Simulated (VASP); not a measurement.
# PrInBr4 (R-3m) in VASP: relaxation of cell and atoms with PBE

Aim: the relaxation of cell and atoms of PrInBr4 with PBE.

Everything below comes from runs of VASP 6.6.1. Logs are shortened: lines on timing, memory, paths and dates and some standing lists are left out, and cuts for length are marked.

**1. The cell of the first run**

Symmetry: R-3m, No. 166, trigonal system. The conventional cell has a = 5.469 Å, b = 5.469 Å, c = 21.486 Å, α = 90.00°, β = 90.00°, γ = 120.00°. Pr (site symmetry -3m) has 8 Br at 2.59 to 3.16 Å within 3.4 Å. In (site symmetry -3m) has 8 Br at 3.31 to 3.66 Å within 4.4 Å. Within 3.4 Å of Br (site symmetry 3m) lie 1 Pr at 2.59 Å and 3 In at 3.31 Å. Within 4.2 Å of Br (site symmetry 3m) lie 3 Pr at 3.16 Å and 9 Br at 3.16 to 4.14 Å and 1 In at 3.66 Å.

The cell was built from a structure type or drawn by symmetry, and may not be a known phase.

**2. Relaxation of cell and atoms, PBE**

INCAR reads:

```
SYSTEM = PrInBr4
PREC = Accurate
ENCUT = 500
EDIFF = 1E-7
ISMEAR = 0
SIGMA = 0.15
LREAL = .False.
LASPH = .True.
NELM = 200
ALGO = Normal
ISIF = 3
LWAVE = .False.
LCHARG = .False.
GGA = PE
IBRION = 2
NSW = 36
EDIFFG = -0.08
GGA_COMPAT = .False.
NELMIN = 4
LMAXMIX = 6
```

KPOINTS reads:

```
Automatic mesh
0
Gamma
  3 3 3
  0 0 0
```

POSCAR reads:

```
PrInBr4
1.0
    2.7345359600      1.5787850700      7.1620827000
   -2.7345359600      1.5787850700      7.1620827000
    0.0000000000     -3.1575701500      7.1620827000
Pr In Br
1 1 4
Direct
    0.5000000000      0.5000000000      0.5000000000
    0.0000000000      0.0000000000      0.0000000000
    0.3794319700      0.3794319700      0.3794319700
    0.6205680300      0.6205680300      0.6205680300
    0.8295440900      0.8295440900      0.8295440900
    0.1704559100      0.1704559100      0.1704559100
```

Potentials or basis: VASP PAW PBE potentials, release 64 (Pr_3, In_d, Br), 4f in core.

The run is started by

```sh
$ cat potpaw_PBE.64/Pr_3/POTCAR potpaw_PBE.64/In_d/POTCAR potpaw_PBE.64/Br/POTCAR > POTCAR
$ mpirun -np 1 vasp_std > vasp.out
```

OUTCAR:

```text
SYSTEM = PrInBr4
   PREC = Accurate
   ENCUT = 500
   EDIFF = 1E-7
   ISMEAR = 0
   LREAL = .False.
   LASPH = .True.
   NELM = 200
   ISIF = 3
   GGA = PE
   IBRION = 2
   NSW = 36
   EDIFFG = -0.08
   NELMIN = 4

 ion  position               nearest neighbor table
   1  0.500  0.500  0.500-   3 2.59   4 2.59   6 3.16   6 3.16   5 3.16   5 3.16   6 3.16   5 3.16

   2  0.000  0.000  0.000-   4 3.31   4 3.31   3 3.31   3 3.31   4 3.31   3 3.31
   3  0.379  0.379  0.379-   1 2.59   2 3.31   2 3.31   2 3.31
   4  0.621  0.621  0.621-   1 2.59   2 3.31   2 3.31   2 3.31
   5  0.830  0.830  0.830-   1 3.16   1 3.16   1 3.16
   6  0.170  0.170  0.170-   1 3.16   1 3.16   1 3.16

  LATTYP: Found a trigonal (rhomboedric) cell.
 ALAT       =     7.8272394760
 COS(alpha) =     0.7558931139

  Lattice vectors:

 A1 = (   2.7345359600,   1.5787850700,   7.1620827000)
 A2 = (  -2.7345359600,   1.5787850700,   7.1620827000)
 A3 = (   0.0000000000,  -3.1575701500,   7.1620827000)

Analysis of symmetry for initial positions (statically):
=====================================================================
 Subroutine PRICEL returns:
 Original cell was already a primitive cell.

 Routine SETGRP: Setting up the symmetry group for a
 trigonal (rhombohedral) supercell.

 Subroutine GETGRP returns: Found 12 space group operations
 (whereof 12 operations were pure point group operations)
 out of a pool of 12 trial point group operations.

The static configuration has the point symmetry D_3d.

Analysis of symmetry for dynamics (positions and initial velocities):
=====================================================================
 Subroutine PRICEL returns:
 Original cell was already a primitive cell.

 Routine SETGRP: Setting up the symmetry group for a
 trigonal (rhombohedral) supercell.

 Subroutine GETGRP returns: Found 12 space group operations
 (whereof 12 operations were pure point group operations)
 out of a pool of 12 trial point group operations.

The dynamic configuration has the point symmetry D_3d.

 Subroutine INISYM returns: Found 12 space group operations
 (whereof 12 operations are pure point group operations),
 and found     1 'primitive' translations

----------------------------------------------------------------------------------------

                                     Primitive cell

  volume of cell :     185.5228

  direct lattice vectors                    reciprocal lattice vectors
     2.734535960  1.578785070  7.162082700     0.182846380  0.105566406  0.046541397
    -2.734535960  1.578785070  7.162082700    -0.182846380  0.105566406  0.046541397
     0.000000000 -3.157570150  7.162082700     0.000000000 -0.211132813  0.046541397

  length of vectors
     7.827239476  7.827239476  7.827239479     0.216201680  0.216201680  0.216201680

  position of ions in fractional coordinates (direct lattice)
     0.500000000  0.500000000  0.500000000
     0.000000000  0.000000000  0.000000000
     0.379431970  0.379431970  0.379431970
     0.620568030  0.620568030  0.620568030
     0.829544090  0.829544090  0.829544090
     0.170455910  0.170455910  0.170455910

  ion indices of the primitive-cell ions
   primitive index   ion index
                 1           1
                 2           2
                 3           3
                 4           4
                 5           5
                 6           6

----------------------------------------------------------------------------------------

 KPOINTS: Automatic mesh

Automatic generation of k-mesh.
 Grid dimensions read from file:
 generate k-points for:    3    3    3

 Generating k-lattice:

  Cartesian coordinates                     Fractional coordinates (reciprocal lattice)
     0.060948793  0.035188802  0.015513799     0.333333333 -0.000000000  0.000000000
    -0.060948793  0.035188802  0.015513799    -0.000000000  0.333333333  0.000000000
     0.000000000 -0.070377604  0.015513799     0.000000000  0.000000000  0.333333333

  Length of vectors
     0.072067227  0.072067227  0.072067227

  Shift w.r.t. Gamma in fractional coordinates (k-lattice)
     0.000000000  0.000000000  0.000000000

 Subroutine IBZKPT returns following result:
 ===========================================

 Found      6 irreducible k-points:

 Following reciprocal coordinates:
            Coordinates               Weight
  0.000000  0.000000  0.000000      1.000000
  0.333333  0.000000  0.000000      6.000000
  0.333333  0.333333  0.000000      6.000000
 -0.333333  0.333333  0.000000      6.000000
  0.333333  0.333333  0.333333      2.000000
 -0.333333  0.333333  0.333333      6.000000
   k-points           NKPTS =      6   k-points in BZ     NKDIM =      6   number of bands    NBANDS=     31
   number of dos      NEDOS =    301   number of ions     NIONS =      6
   total plane-waves  NPLWV = 216000
   dimension x,y,z NGX =    60 NGY =   60 NGZ =   60
   dimension x,y,z NGXF=   120 NGYF=  120 NGZF=  120
   ions per type =               1   1   4
   NGX,Y,Z   is equivalent  to a cutoff of  12.74, 12.74, 12.74 a.u.
   NGXF,Y,Z  is equivalent  to a cutoff of  25.49, 25.49, 25.49 a.u.
 SYSTEM =  PrInBr4
   PREC   = accura    normal or accurate (medium, high low for compatibility)
   ISTART =      0    job   : 0-new  1-cont  2-samecut
   ICHARG =      2    charge: 1-file 2-atom 10-const
   ISPIN  =      1    spin polarized calculation?
   LNONCOLLINEAR =      F non collinear calculations
   LSORBIT =      F    spin-orbit coupling
   LASPH  =      T    aspherical Exc in radial PAW
   ENCUT  =  500.0 eV  36.75 Ry    6.06 a.u.  14.27 14.27 14.27*2*pi/ulx,y,z
   NELM   =    200;   NELMIN=  4; NELMDL= -5     # of ELM steps
   EDIFF  = 0.1E-06   stopping-criterion for ELM
   LREAL  =      F    real-space projection
   EDIFFG = -.8E-01   stopping-criterion for IOM
   NSW    =     36    number of steps for IOM
   IBRION =      2    ionic relax: 0-MD 1-quasi-New 2-CG
   NFREE  =      1    steps in history (QN), initial steepest desc. (CG)
   ISIF   =      3    stress and relaxation
   ISYM   =      2    0-nonsym 1-usesym 2-fastsym
   POTIM  = 0.5000    time-step for ionic-motion
   TEBEG  =    0.0;   TEEND  =   0.0 temperature during run
   PSTRESS=    0.0 pullay stress
   NELECT =      52.0000    total number of electrons
   NUPDOWN=      -1.0000    fix difference up-down
   EMIN   =  10.00;   EMAX   =-10.00  energy-range for DOS
   EFERMI =   0.00;   METHOD = LEGACY
   ISMEAR =     0;   SIGMA  =   0.15  broadening in eV -4-tet -1-fermi 0-gaus
   EFERMI_NEDOS =   21; number of points for ismear=-14 and -15
   IALGO  =     38    algorithm
   IMIX   =      4    mixing-type and parameters
     AMIX     =   0.40;   BMIX     =  1.00
     AMIX_MAG =   1.60;   BMIX_MAG =  1.00
  volume/ion in A,a.u.               =      30.92       208.66
  Fermi-wavevector in a.u.,A,eV,Ry     =   1.071380  2.024615 15.617517  1.147855
  Thomas-Fermi vector in A             =   2.207119
   LORBIT       =      0    0 simple, 1 ext, 2 COOP (PROOUT), +10 PAW based schemes
   GGA     = PE    functional components
   LHFCALC =     F    Hartree Fock is set to
   AEXX    =    0.0000 exact exchange contribution
   IVDW    =     0    specifies the selected vdW correction
   LEPSILON=     F    determine dielectric tensor
   LRPA    =     F    only Hartree local field effects (RPA)
 conjugate gradient relaxation of ions
 non-spin polarized calculation
 Gauss-broadening in eV      SIGMA  =   0.15
  energy-cutoff  :      500.00
  volume of cell :      185.52
 maximum number of plane-waves:      4728
 NGX is ok and might be reduce to    60
   NGX = 29   NGY = 29   NGZ = 29

--------------------------------------- Ionic step        1  -------------------------------------------

 number of electron      52.0000001 magnetization

 Free energy of the ion-electron system (eV)
  ---------------------------------------------------
  ext. energy  EPLUGINS =         0.00000000
  ---------------------------------------------------
  free energy    TOTEN  =       -21.58073667 eV

  energy without entropy =      -21.58073667  energy(sigma->0) =      -21.58073667

------------------------ aborting loop because EDIFF is reached ----------------------------------------

  FORCE on cell =-STRESS in cart. coord.  units (eV):
  Direction    XX          YY          ZZ          XY          YZ          ZX
  --------------------------------------------------------------------------------------
  -------------------------------------------------------------------------------------
  Total        3.1398323      3.1398323     15.8315458      0.0000000     -0.0000000     -0.0000000
  in kB       27.1156361     27.1156361    136.7214549      0.0000000     -0.0000001     -0.0000000
  external PRESSURE =      63.6509090 kB  Pullay stress =       0.0000000 kB
[... 101 lines left out ...]
  FREE ENERGIE OF THE ION-ELECTRON SYSTEM (eV)
  ---------------------------------------------------
  free  energy   TOTEN  =       -22.3289272554 eV

  energy  without entropy=      -22.3289272554  energy(sigma->0) =      -22.32892726

[... ionic steps 4 to 11 ...]

--------------------------------------- Ionic step       12  -------------------------------------------

 number of electron      51.9999997 magnetization

------------------------ aborting loop because EDIFF is reached ----------------------------------------

  FORCE on cell =-STRESS in cart. coord.  units (eV):
  Direction    XX          YY          ZZ          XY          YZ          ZX
  --------------------------------------------------------------------------------------
  -------------------------------------------------------------------------------------
  Total        0.2026954      0.2026954      0.6598141      0.0000000     -0.0000000      0.0000000
  in kB        1.4901346      1.4901346      4.8506874      0.0000000     -0.0000000      0.0000000
  external PRESSURE =       2.6103188 kB  Pullay stress =       0.0000000 kB
[... 65 lines left out ...]
  energy  without entropy=      -22.3966418169  energy(sigma->0) =      -22.39664182

--------------------------------------- Ionic step       14  -------------------------------------------

 number of electron      52.0000006 magnetization

 Free energy of the ion-electron system (eV)
  ---------------------------------------------------
  ext. energy  EPLUGINS =         0.00000000
  ---------------------------------------------------
  free energy    TOTEN  =       -22.40481154 eV

  energy without entropy =      -22.40481154  energy(sigma->0) =      -22.40481154

 E-fermi :   1.2473     XC(G=0):  -7.8897

 val. band max:        0.5573427151   @ k =  -0.3333   0.3333   0.0000
 cond. band min:       3.5590322296   @ k =   0.3333   0.0000   0.0000
 fundamental gap:      3.0016895146
 Fermi energy:         1.2472679026

 k-point     1 :       0.0000    0.0000    0.0000
  band No.  band energies     occupation
      1     -35.5059      2.00000
      2     -17.5163      2.00000
      3     -17.3856      2.00000
      4     -17.3856      2.00000
      5     -13.8121      2.00000
      6     -13.0577      2.00000
[... 226 lines left out ...]
  FREE ENERGIE OF THE ION-ELECTRON SYSTEM (eV)
  ---------------------------------------------------
  free  energy   TOTEN  =       -22.4048115425 eV

  energy  without entropy=      -22.4048115425  energy(sigma->0) =      -22.40481154

 reached required accuracy - stopping structural energy minimisation
```

It took 11 min on 1 thread of Intel Xeon 6975P-C (Granite Rapids), shared host; peak memory 0.54 GiB.

What came out:

* Free energy: -22.4048 eV
* Relaxed volume: 36.63 Å³/atom
* Relaxed cell: a = 9.021 Å, b = 9.021 Å, c = 9.021 Å, α = 35.37°, β = 35.37°, γ = 35.37°
* Space group after relaxing (to 0.1 Å): R-3m (No. 166)
* Energy gained by relaxing: 137.3 meV/atom
* Ionic steps: 14
* Pressure after relaxing: 0.2 GPa
* Largest force after relaxing: 0.046 eV/Å
* Band gap on the k mesh: 3.00 eV (least direct gap 3.33 eV)

Forces on the atoms (eV/Å):
```
Pr   0.000  0.000  0.000
In   0.000  0.000  0.000
Br   0.000  0.000 -0.046
Br   0.000  0.000  0.046
Br   0.000  0.000  0.027
Br   0.000  0.000 -0.027
```

Step by step:
```csv
step,energy change (eV),largest force (eV/Å),pressure (GPa),volume (Å³)
1,0.0000,2.6710,6.37,185.52
2,-0.5667,1.0070,-1.72,219.83
3,-0.7482,0.2459,0.27,205.87
4,-0.7551,0.2191,0.09,207.56
5,-0.7624,0.1550,-0.32,211.72
6,-0.7676,0.1338,-0.27,211.88
7,-0.7812,0.0680,-0.13,212.37
8,-0.8001,0.0722,0.16,213.28
9,-0.7985,0.3907,0.84,214.93
10,-0.8057,0.2419,0.51,214.17
11,-0.8116,0.2024,0.44,215.12
12,-0.8223,0.0969,0.26,217.94
13,-0.8159,0.0657,-0.01,223.43
14,-0.8241,0.0463,0.17,219.76
```

Final structure:
```
CELL_PARAMETERS angstrom
2.74025 1.58208 8.44839
-2.74025 1.58208 8.44839
0.00000 -3.16417 8.44839
ATOMIC_POSITIONS crystal
Pr 0.50000 0.50000 0.50000
In 0.00000 0.00000 0.00000
Br 0.38619 0.38619 0.38619
Br 0.61381 0.61381 0.61381
Br 0.83188 0.83188 0.83188
Br 0.16812 0.16812 0.16812
```

Caveat: the k points lie up to 0.45 Å⁻¹ apart in the final cell; the volume moved by over 15 % at a fixed basis, so the end points are rough; spin-orbit coupling is left out, which moves the levels of the heavy elements; an odd mesh through Γ misses points on the zone boundary, where band edges can lie; the 4f electrons are frozen in the core, so they carry no moment and show no levels; the relaxation stopped at a loose force limit of 0.08 eV/Å, so its end isn't a converged minimum.
